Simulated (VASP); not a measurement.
# SiO2 (I4_1/amd) in VASP: further runs, part 2 of 2

VASP 6.6.1.

### Step 4. Single point, PBE

This run uses another cell than the first one, of 8.83 Å³/atom, 1.049 times its volume.

Input file INCAR:

```
PREC     = Accurate       # precision mode
ENCUT    = 520            # plane-wave cutoff, eV
EDIFF    = 1E-7           # SCF threshold, eV
ISMEAR   = 0              # smearing method
SIGMA    = 0.02           # smearing width, eV
LREAL    = F              # projectors in reciprocal space
LASPH    = T              # aspherical terms in the spheres
NELM     = 100            # most SCF steps
ALGO     = Normal         # electronic algorithm
ISIF     = 2              # what is computed and relaxed
LWAVE    = F              # write WAVECAR
LCHARG   = T              # write CHGCAR
GGA      = PE             # functional
LELF     = T              # ELF
LVHAR    = T            
NBANDS   = 25             # bands
```

Input file KPOINTS:

```
regular mesh
0
Gamma
  10 10 10
```

Input file POSCAR:

```
SiO2
1.0
   -1.7633089359      1.7633089359      4.2599133274
    1.7633089359     -1.7633089359      4.2599133274
    1.7633089359      1.7633089359     -4.2599133274
Si O
2 4
Direct
    0.0000000000      0.0000000000      0.0000000000
    0.7500000000      0.2500000000      0.5000000000
    0.9578394931      0.4578394931      0.5000000000
    0.2078394931      0.2078394931      0.0000000000
    0.5421605069      0.0421605069      0.5000000000
    0.7921605069      0.7921605069      0.0000000000
```

Potentials or basis: VASP PAW PBE potentials, release 64 (Si, O).

Launch:

```
> cat potpaw_PBE.64/Si/POTCAR potpaw_PBE.64/O/POTCAR > POTCAR
> mpirun -np 1 vasp_std > vasp.out
```

OUTCAR:

```text
PREC = Accurate
   ENCUT = 520
   EDIFF = 1E-7
   ISMEAR = 0
   LREAL = F
   LASPH = T
   NELM = 100
   ISIF = 2
   GGA = PE

 ion  position               nearest neighbor table
   1  0.000  0.000  0.000-   4 1.77   6 1.77   5 1.80   3 1.80   5 1.80   3 1.80   2 2.77   2 2.77
                             2 2.77   2 2.77
   2  0.750  0.250  0.500-   3 1.77   5 1.77   4 1.80   6 1.80   6 1.80   4 1.80   1 2.77   1 2.77
                             1 2.77   1 2.77
   3  0.958  0.458  0.500-   2 1.77   1 1.80   1 1.80
   4  0.208  0.208  0.000-   1 1.77   2 1.80   2 1.80
   5  0.542  0.042  0.500-   2 1.77   1 1.80   1 1.80
   6  0.792  0.792  0.000-   1 1.77   2 1.80   2 1.80

  LATTYP: Found a body centered tetragonal cell.
 ALAT       =     3.5266178718
 C/A-ratio  =     2.4158632901

  Lattice vectors:

 A1 = (  -1.7633089359,   1.7633089359,   4.2599133274)
 A2 = (   1.7633089359,  -1.7633089359,   4.2599133274)
 A3 = (   1.7633089359,   1.7633089359,  -4.2599133274)

Analysis of symmetry for initial positions (statically):
=====================================================================
 Subroutine PRICEL returns:
 Original cell was already a primitive cell.

 Routine SETGRP: Setting up the symmetry group for a
 body centered tetragonal supercell.

 Subroutine GETGRP returns: Found 16 space group operations
 (whereof  8 operations were pure point group operations)
 out of a pool of 16 trial point group operations.

The static configuration has the point symmetry D_2d.
 The point group associated with its full space group is D_4h.

Analysis of symmetry for dynamics (positions and initial velocities):
=====================================================================
 Subroutine PRICEL returns:
 Original cell was already a primitive cell.

 Routine SETGRP: Setting up the symmetry group for a
 body centered tetragonal supercell.

 Subroutine GETGRP returns: Found 16 space group operations
 (whereof  8 operations were pure point group operations)
 out of a pool of 16 trial point group operations.

The dynamic configuration has the point symmetry D_2d.
 The point group associated with its full space group is D_4h.

 Subroutine INISYM returns: Found 16 space group operations
 (whereof  8 operations are pure point group operations),
 and found     1 'primitive' translations

----------------------------------------------------------------------------------------

                                     Primitive cell

  volume of cell :      52.9807

  direct lattice vectors                    reciprocal lattice vectors
    -1.763308936  1.763308936  4.259913327     0.000000000  0.283557799  0.117373280
     1.763308936 -1.763308936  4.259913327     0.283557799  0.000000000  0.117373280
     1.763308936  1.763308936 -4.259913327     0.283557799  0.283557799  0.000000000

  length of vectors
     4.936129897  4.936129897  4.936129897     0.306890065  0.306890065  0.401011284

  position of ions in fractional coordinates (direct lattice)
     0.000000000  0.000000000  0.000000000
     0.750000000  0.250000000  0.500000000
     0.957839493  0.457839493  0.500000000
[... 40 lines left out ...]
            Coordinates               Weight
  0.000000  0.000000  0.000000      1.000000
  0.100000  0.000000 -0.000000      8.000000
  0.200000  0.000000 -0.000000      8.000000
  0.300000  0.000000 -0.000000      8.000000
  0.400000  0.000000 -0.000000      8.000000
  0.500000  0.000000 -0.000000      4.000000
[... 16 lines left out ...]
  0.300000  0.300000  0.000000      8.000000
  0.400000  0.300000 -0.000000     16.000000
 [... further k-points ...]
   k-points           NKPTS =    102   k-points in BZ     NKDIM =    102   number of bands    NBANDS=     25
   number of dos      NEDOS =    301   number of ions     NIONS =      6
   total plane-waves  NPLWV =  64000
   dimension x,y,z NGX =    40 NGY =   40 NGZ =   40
   dimension x,y,z NGXF=    80 NGYF=   80 NGZF=   80
   ions per type =               2   4
   NGX,Y,Z   is equivalent  to a cutoff of  13.47, 13.47, 13.47 a.u.
   NGXF,Y,Z  is equivalent  to a cutoff of  26.94, 26.94, 26.94 a.u.
 SYSTEM =  unknown system
   PREC   = accura    normal or accurate (medium, high low for compatibility)
   ISTART =      0    job   : 0-new  1-cont  2-samecut
   ICHARG =      2    charge: 1-file 2-atom 10-const
   ISPIN  =      1    spin polarized calculation?
   LNONCOLLINEAR =      F non collinear calculations
   LSORBIT =      F    spin-orbit coupling
   LASPH  =      T    aspherical Exc in radial PAW
   ENCUT  =  520.0 eV  38.22 Ry    6.18 a.u.   9.18  9.18  9.18*2*pi/ulx,y,z
   NELM   =    100;   NELMIN=  2; NELMDL= -5     # of ELM steps
   EDIFF  = 0.1E-06   stopping-criterion for ELM
   LREAL  =      F    real-space projection
   EDIFFG = 0.1E-05   stopping-criterion for IOM
   NSW    =      0    number of steps for IOM
   IBRION =     -1    ionic relax: 0-MD 1-quasi-New 2-CG
   NFREE  =      0    steps in history (QN), initial steepest desc. (CG)
   ISIF   =      2    stress and relaxation
   ISYM   =      2    0-nonsym 1-usesym 2-fastsym
   POTIM  = 0.5000    time-step for ionic-motion
   TEBEG  =    0.0;   TEEND  =   0.0 temperature during run
   PSTRESS=    0.0 pullay stress
   NELECT =      32.0000    total number of electrons
   NUPDOWN=      -1.0000    fix difference up-down
   EMIN   =  10.00;   EMAX   =-10.00  energy-range for DOS
   EFERMI =   0.00;   METHOD = LEGACY
   ISMEAR =     0;   SIGMA  =   0.02  broadening in eV -4-tet -1-fermi 0-gaus
   EFERMI_NEDOS =   21; number of points for ismear=-14 and -15
   IALGO  =     38    algorithm
   IMIX   =      4    mixing-type and parameters
     AMIX     =   0.40;   BMIX     =  1.00
     AMIX_MAG =   1.60;   BMIX_MAG =  1.00
  volume/ion in A,a.u.               =       8.83        59.59
  Fermi-wavevector in a.u.,A,eV,Ry     =   1.383839  2.615077 26.055306  1.915011
  Thomas-Fermi vector in A             =   2.508400
   LORBIT       =      0    0 simple, 1 ext, 2 COOP (PROOUT), +10 PAW based schemes
   GGA     = PE    functional components
   LHFCALC =     F    Hartree Fock is set to
   AEXX    =    0.0000 exact exchange contribution
   IVDW    =     0    specifies the selected vdW correction
   LEPSILON=     F    determine dielectric tensor
   LRPA    =     F    only Hartree local field effects (RPA)
 non-spin polarized calculation
 Gauss-broadening in eV      SIGMA  =   0.02
  energy-cutoff  :      520.00
  volume of cell :       52.98
 maximum number of plane-waves:      1452
 NGX is ok and might be reduce to    40
   NGX = 19   NGY = 19   NGZ = 19

 number of electron      32.0000004 magnetization

 Free energy of the ion-electron system (eV)
  ---------------------------------------------------
  ext. energy  EPLUGINS =         0.00000000
  ---------------------------------------------------
  free energy    TOTEN  =       -46.03824550 eV

  energy without entropy =      -46.03824550  energy(sigma->0) =      -46.03824550

 E-fermi :   5.7658     XC(G=0): -11.3741

 val. band max:        5.6858225076   @ k =  -0.4000   0.4000   0.0000
 cond. band min:      11.4686278616   @ k =   0.0000   0.0000   0.0000
 fundamental gap:      5.7828053539
 Fermi energy:         5.7658234154

 k-point     1 :       0.0000    0.0000    0.0000
  band No.  band energies     occupation
      1     -15.6228      2.00000
      2     -12.7643      2.00000
      3     -11.6904      2.00000
      4     -10.9242      2.00000
      5      -1.7751      2.00000
      6      -1.7751      2.00000
[... 661 lines left out ...]
     24      19.7628      0.00000
     25      20.3933      0.00000

 [... further k-points ...]

------------------------ aborting loop because EDIFF is reached ----------------------------------------

  FORCE on cell =-STRESS in cart. coord.  units (eV):
  Direction    XX          YY          ZZ          XY          YZ          ZX
  --------------------------------------------------------------------------------------
  -------------------------------------------------------------------------------------
  Total       -0.0043519     -0.0043519      0.1707593      0.0000000      0.0000000      0.0000000
  in kB       -0.1316038     -0.1316038      5.1638934      0.0000000      0.0000000      0.0000000
  external PRESSURE =       1.6335619 kB  Pullay stress =       0.0000000 kB

 VOLUME and BASIS-vectors are now :
 -----------------------------------------------------------------------------
  energy-cutoff  :      520.00
  volume of cell :       52.98
      direct lattice vectors                 reciprocal lattice vectors
    -1.763308936  1.763308936  4.259913327     0.000000000  0.283557799  0.117373280
     1.763308936 -1.763308936  4.259913327     0.283557799  0.000000000  0.117373280
     1.763308936  1.763308936 -4.259913327     0.283557799  0.283557799  0.000000000

 POSITION                                       TOTAL-FORCE (eV/Angst)
 -----------------------------------------------------------------------------------
      0.00000      0.00000      0.00000        -0.000000     -0.000000     -0.000000
     -0.00000      1.76331      2.12996        -0.000000     -0.000000     -0.000000
      0.00000      1.76331      3.90071         0.000000      0.000000      0.004639
      0.00000      0.00000      1.77076        -0.000000     -0.000000      0.004639
      0.00000      1.76331      0.35920         0.000000      0.000000     -0.004639
      0.00000      0.00000      6.74907        -0.000000     -0.000000     -0.004639
 -----------------------------------------------------------------------------------
    total drift:                                0.000000      0.000000     -0.000000

  FREE ENERGIE OF THE ION-ELECTRON SYSTEM (eV)
  ---------------------------------------------------
  free  energy   TOTEN  =       -46.0382454990 eV

  energy  without entropy=      -46.0382454990  energy(sigma->0) =      -46.03824550
```

Run time: 3.4 min. Hardware: 1 thread of Intel Xeon Platinum 8488C (Sapphire Rapids), shared host; peak memory 0.28 GiB.

Results:

```
Free energy            : -46.0382 eV
Pressure               : 0.2 GPa
Largest force          : 0.005 eV/Å
Band gap on the k mesh : 5.78 eV, indirect (least direct gap 6.44 eV)
```

Forces on the atoms (eV/Å):
```
Si   0.000  0.000  0.000
Si   0.000  0.000  0.000
O    0.000  0.000  0.005
O    0.000  0.000  0.005
O    0.000  0.000 -0.005
O    0.000  0.000 -0.005
```

### Step 5. Relaxation of cell and atoms, PBE

This run uses another cell than the first one, of 8.83 Å³/atom, 1.049 times its volume.

Input file INCAR:

```
SYSTEM = SiO2
PREC = Accurate
ENCUT = 600
EDIFF = 1E-6
ISMEAR = 0
SIGMA = 0.02
LREAL = .False.
LASPH = .True.
NELM = 60
ALGO = Normal
ISIF = 3
LWAVE = .False.
LCHARG = .False.
GGA = PE
IBRION = 2
NSW = 80
EDIFFG = -0.01
```

Input file KPOINTS:

```
regular mesh
0
Gamma
  10 10 10
  0 0 0
```

Input file POSCAR:

```
SiO2
1.0
   -1.7631929494      1.7631929494      4.2599462567
    1.7631929494     -1.7631929494      4.2599462567
    1.7631929494      1.7631929494     -4.2599462567
Si O
2 4
Direct
    0.0000000000      0.0000000000      0.0000000000
    0.7500000000      0.2500000000      0.5000000000
    0.9578365124      0.4578365124      0.5000000000
    0.2078365124      0.2078365124      0.0000000000
    0.5421634876      0.0421634876      0.5000000000
    0.7921634876      0.7921634876      0.0000000000
```

Launch:

```
> cat potpaw_PBE.64/Si/POTCAR potpaw_PBE.64/O/POTCAR > POTCAR
> mpirun -np 1 vasp_std > vasp.out
```

Wall time 6.3 min (1 thread of Oxide Virtual Turin-like, shared host); peak memory 0.25 GiB.

The run converged. Its results:

| Property | Result |
| --- | --- |
| Free energy | -46.0517 eV |
| Relaxed volume | 8.82 Å³/atom |
| Relaxed cell | a = 4.937 Å, b = 4.937 Å, c = 4.937 Å, α = 138.19°, β = 138.19°, γ = 60.62° |
| Space group after relaxing (to 0.05 Å) | I4_1/amd (No. 141) |
| Energy gained by relaxing | 0.0 meV/atom |
| Ionic steps | 2 |
| Pressure after relaxing | 0.1 GPa |
| Largest force after relaxing | 0.006 eV/Å |
| Band gap on the k mesh | 5.80 eV, indirect (least direct gap 6.46 eV) |

Forces in eV/Å, atoms in the order of the input:
```
Si   0.000  0.000  0.000
Si   0.000  0.000  0.000
O    0.000  0.000 -0.006
O    0.000  0.000 -0.006
O    0.000  0.000  0.006
O    0.000  0.000  0.006
```

Final structure:
```
Si O
1.0
    -1.76171    1.76171    4.26206
     1.76171   -1.76171    4.26206
     1.76171    1.76171   -4.26206
Si O
2 4
Direct
  0.00000 0.00000 0.00000
  0.75000 0.25000 0.50000
  0.95786 0.45786 0.50000
  0.20786 0.20786 0.00000
  0.54214 0.04214 0.50000
  0.79214 0.79214 0.00000
```

Levels at points of the mesh, in eV from the valence-band top:
```tsv
k point	band 13	band 14	band 15	band 16	band 17	band 18	band 19	band 20
(0.00, 0.00, 0.00)	-0.86	-0.86	-0.66	-0.66	5.80	8.33	11.09	11.85
(0.50, 0.00, 0.00)	-1.87	-1.82	-1.25	-1.22	8.64	8.69	10.97	11.16
(0.50, 0.50, 0.00)	-2.03	-2.03	-0.10	-0.10	9.64	9.64	10.77	10.78
(0.50, 0.50, 0.50)	-2.08	-2.08	-0.45	-0.45	7.16	7.16	10.11	10.11
```

### Step 6. The runs side by side

| task | cell | k mesh | cutoff (eV) | smearing | gap on the mesh (eV) | pressure (GPa) | largest force (eV/Å) |
| --- | --- | --- | --- | --- | --- | --- | --- |
| single point | a = 4.979 Å, angles 140.0, 140.0, 57.8°, 6 atoms | 8 × 8 × 8 | 520 | gaussian 0.1 eV | 6.57 | 15.5 | 0.26 |
| single point | a = 4.936 Å, angles 138.1, 138.1, 60.7°, 6 atoms | 8 × 8 × 8 | 520 | gaussian 0.1 eV | 5.81 | 0.2 | 0.01 |
| single point | a = 4.936 Å, angles 138.1, 138.1, 60.7°, 6 atoms | 10 × 10 × 10 | 520 | gaussian 0.02 eV | 5.78 | 0.2 | - |
| relaxation of cell and atoms | relaxed from a = 4.936 Å, angles 138.1, 138.1, 60.7°, 6 atoms | 10 × 10 × 10 | 600 | gaussian 0.02 eV | 5.80 | 0.1 | 0.01 |

Alike in all rows: level PBE; potentials or basis VASP PAW PBE potentials, release 64 (Si, O); no spin polarisation.

Total energies depend on the potentials used, so only differences within one code and one set of settings carry meaning.
